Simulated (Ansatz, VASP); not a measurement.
One calculation of Sb, two programs

```
Sb
1.0
     5.45277    0.00000    0.00000
    -2.72639    4.72224    0.00000
     0.00000    0.00000    3.25290
Sb
3
Cartesian
  5.4528 0.0000 3.2529
  0.0000 3.1482 1.6265
  2.7264 1.5741 1.6265
```

Alike in both runs: task single point; functional LDA; k mesh 8 × 8 × 11; occupations fermi-dirac, width 0.1 eV; no spin polarisation.

|  | VASP | Ansatz |
| --- | --- | --- |
| version | VASP 6.6.1 | Ansatz 0.2.0 |
| potentials or method | VASP PAW LDA potentials, release 64 (Sb), cutoff 520 eV | plane waves (420 eV) with PAW, scalar-relativistic |
| valence electrons in the cell | 15 | 45 |

Ansatz gave:

- pressure (GPa): -4.7
- traceless stress, the component that is largest in VASP (GPa): -1.08

Problem. What did VASP give for the same quantities?

Solution. Pressure (GPa): -4.6; traceless stress, the component that is largest in VASP (GPa): -1.11.

Ansatz warns that its potentials were made for another functional, while VASP's fit it. LDA's correlation is that of Perdew and Zunger in VASP and of Perdew and Wang (1992) in Ansatz. VASP's potentials hold 15 valence electrons a cell and Ansatz's 45, so a difference there can come from the potentials and not from the codes.

Neither program's run includes spin-orbit coupling.
